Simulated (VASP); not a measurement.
# P in VASP: a series of runs, part 2 of 2

VASP 6.6.1. Earlier steps stand in the parts before.

## (3) Single point, PBE+D3(BJ) (layers slid over each other)

Contents of INCAR:

```
PREC = Accurate
ENCUT = 520
EDIFF = 1E-6
ISMEAR = 0
SIGMA = 0.05
LREAL = False
LASPH = True
NELM = 60
ALGO = Normal
ISIF = 2
LWAVE = False
LCHARG = False
LDIPOL = True
IDIPOL = 3
DIPOL = 0.5 0.5 0.390
GGA = PE
IVDW = 12
NBANDS = 30
```

Contents of KPOINTS:

```
Automatic mesh
0
Gamma
  8 6 1
```

Contents of POSCAR:

```
P
1.0
    3.2961869629      0.0000000000      0.0000000000
    0.0000000000      4.4391557027      0.0000000000
    0.0000000000      0.0000000000     21.7461973615
P
8
Direct
    0.5000000000      0.9174951453      0.2069327306
    0.0000000000      0.5825048547      0.2069327306
    0.5000000000      0.0825048547      0.3045635322
    0.0000000000      0.4174951453      0.3045635322
    0.6250000000      0.2075048547      0.4751680723
    1.1250000000      0.5424951453      0.4751680723
    0.6250000000      1.0424951453      0.5727988740
    1.1250000000      0.7075048547      0.5727988740
```

Potentials or basis: VASP PAW PBE potentials, release 64 (P).

Command:

```console
$ cat potpaw_PBE.64/P/POTCAR > POTCAR
$ mpirun -np 1 vasp_std > vasp.out
```

OUTCAR:

```text
PREC = Accurate
   ENCUT = 520
   EDIFF = 1E-6
   ISMEAR = 0
   LREAL = False
   LASPH = True
   NELM = 60
   ISIF = 2
   GGA = PE
   IVDW = 12
 IVDW          = 12

 ion  position               nearest neighbor table
   1  0.500  0.917  0.207-   2 2.22   2 2.22   3 2.25
   2  0.000  0.583  0.207-   1 2.22   1 2.22   4 2.25
   3  0.500  0.083  0.305-   4 2.22   4 2.22   1 2.25
   4  0.000  0.417  0.305-   3 2.22   3 2.22   2 2.25
   5  0.625  0.208  0.475-   6 2.22   6 2.22   7 2.25
   6  0.125  0.542  0.475-   5 2.22   5 2.22   8 2.25
   7  0.625  0.042  0.573-   8 2.22   8 2.22   5 2.25
   8  0.125  0.708  0.573-   7 2.22   7 2.22   6 2.25

  LATTYP: Found a simple orthorhombic cell.
 ALAT       =     3.2961869629
 B/A-ratio  =     1.3467548269
 C/A-ratio  =     6.5973798229

  Lattice vectors:

 A1 = (   3.2961869629,   0.0000000000,   0.0000000000)
 A2 = (   0.0000000000,   4.4391557027,   0.0000000000)
 A3 = (   0.0000000000,   0.0000000000,  21.7461973615)

Analysis of symmetry for initial positions (statically):
=====================================================================
 Subroutine PRICEL returns:
 Original cell was already a primitive cell.

 Routine SETGRP: Setting up the symmetry group for a
 simple orthorhombic supercell.

 Subroutine GETGRP returns: Found  2 space group operations
 (whereof  1 operations were pure point group operations)
 out of a pool of  8 trial point group operations.

The static configuration has the point symmetry C_1 .
 The point group associated with its full space group is S_2 .

Analysis of symmetry for dynamics (positions and initial velocities):
=====================================================================
 Subroutine PRICEL returns:
 Original cell was already a primitive cell.

 Routine SETGRP: Setting up the symmetry group for a
 simple orthorhombic supercell.

 Subroutine GETGRP returns: Found  2 space group operations
 (whereof  1 operations were pure point group operations)
 out of a pool of  8 trial point group operations.

[... 146 lines left out ...]
  energy-cutoff  :      520.00
  volume of cell :      318.20
 maximum number of plane-waves:      8606
 NGX is ok and might be reduce to    28
   NGX = 13   NGY = 17   NGZ = 81

 dipolmoment           0.000000      0.000000      0.000014 electrons x Angstroem

 number of electron      39.9999998 magnetization

 dipolmoment           0.000000      0.000000     -0.000001 electrons x Angstroem

 Free energy of the ion-electron system (eV)
  ---------------------------------------------------
  ext. energy  EPLUGINS =         0.00000000
  ---------------------------------------------------
  free energy    TOTEN  =       -42.89201180 eV

  energy without entropy =      -42.89201178  energy(sigma->0) =      -42.89201179

 E-fermi :   0.5919     XC(G=0):  -5.3075

 val. band max:        0.4275105747   @ k =   0.0000   0.0000   0.0000
 cond. band min:       0.7560340221   @ k =   0.0000   0.0000   0.0000
 fundamental gap:      0.3285234474
 Fermi energy:         0.5919459492

 k-point     1 :       0.0000    0.0000    0.0000
  band No.  band energies     occupation
      1     -14.8420      2.00000
      2     -14.7987      2.00000
      3     -12.2739      2.00000
      4     -12.1516      2.00000
      5      -8.7027      2.00000
      6      -8.6829      2.00000
[... 781 lines left out ...]
     29       5.7352      0.00000
     30       5.8418      0.00000

 [... further k-points ...]

------------------------ aborting loop because EDIFF is reached ----------------------------------------

 vacuum level on the upper side and lower side of the slab       (xc-potential included)        -0.145        -0.146

 Edisp (eV)   -2.28238

 E8    (eV) :    -0.8935

  FORCE on cell =-STRESS in cart. coord.  units (eV):
  Direction    XX          YY          ZZ          XY          YZ          ZX
  --------------------------------------------------------------------------------------
  -------------------------------------------------------------------------------------
  Total      -0.64373    -0.67750    -0.88460     0.01481     0.12472     0.12415
  in kB      -3.24130    -3.41134    -4.45414     0.07455     0.62799     0.62512
  external pressure =       -3.70 kB  Pullay stress =        0.00 kB

 VOLUME and BASIS-vectors are now :
 -----------------------------------------------------------------------------
  energy-cutoff  :      520.00
  volume of cell :      318.20
      direct lattice vectors                 reciprocal lattice vectors
     3.296186963  0.000000000  0.000000000     0.303380849  0.000000000  0.000000000
     0.000000000  4.439155703  0.000000000     0.000000000  0.225268062  0.000000000
     0.000000000  0.000000000 21.746197361     0.000000000  0.000000000  0.045985051

 POSITION                                       TOTAL-FORCE (eV/Angst)
 -----------------------------------------------------------------------------------
      1.64809      4.07290      4.50000        -0.005555     -0.021881      0.003310
      0.00000      2.58583      4.50000        -0.002788      0.039390      0.073985
      1.64809      0.36625      6.62310        -0.006419     -0.026587      0.003320
      0.00000      1.85333      6.62310        -0.009259     -0.044657      0.055463
      2.06012      0.92115     10.33310         0.009259      0.044657     -0.055463
      0.41202      2.40822     10.33310         0.006419      0.026587     -0.003320
      2.06012      0.18864     12.45620         0.002788     -0.039390     -0.073985
      0.41202      3.14072     12.45620         0.005555      0.021881     -0.003310
 -----------------------------------------------------------------------------------
    total drift:                                0.000000     -0.000000      0.000002

  FREE ENERGIE OF THE ION-ELECTRON SYSTEM (eV)
  ---------------------------------------------------
  free  energy   TOTEN  =       -45.1743892876 eV

  energy  without entropy=      -45.1743892628  energy(sigma->0) =      -45.17438928

 vacuum level on the upper side and lower side of the slab         5.153         5.153
```

stdout:

```text
POSCAR found type information on POSCAR P
 POSCAR found :  1 types and       8 ions
 scaLAPACK will be used
 LDA part: xc-table for (Slater+PW92), standard interpolation
 POSCAR, INCAR and KPOINTS ok, starting setup
 FFT: planning ... GRIDC
 FFT: planning ... GRID_SOFT
 FFT: planning ... GRID
 WAVECAR not read
 entering main loop
```

It took 9.5 min on 1 thread of Intel Xeon 8259CL, shared host; peak memory 0.46 GiB.

What came out:

| Quantity | Value |
| --- | --- |
| Free energy | -45.1744 eV |
| Largest force | 0.084 eV/Å |
| Band gap on the k mesh | 0.33 eV |
| Dispersion energy per atom | -0.285 eV |

Forces in eV/Å, atoms in the order of the input:
```
P   -0.006 -0.022  0.003
P   -0.003  0.039  0.074
P   -0.006 -0.027  0.003
P   -0.009 -0.045  0.055
P    0.009  0.045 -0.055
P    0.006  0.027 -0.003
P    0.003 -0.039 -0.074
P    0.006  0.022 -0.003
```

Caveat: the cell differs from its parent crystal (layers slid over each other).
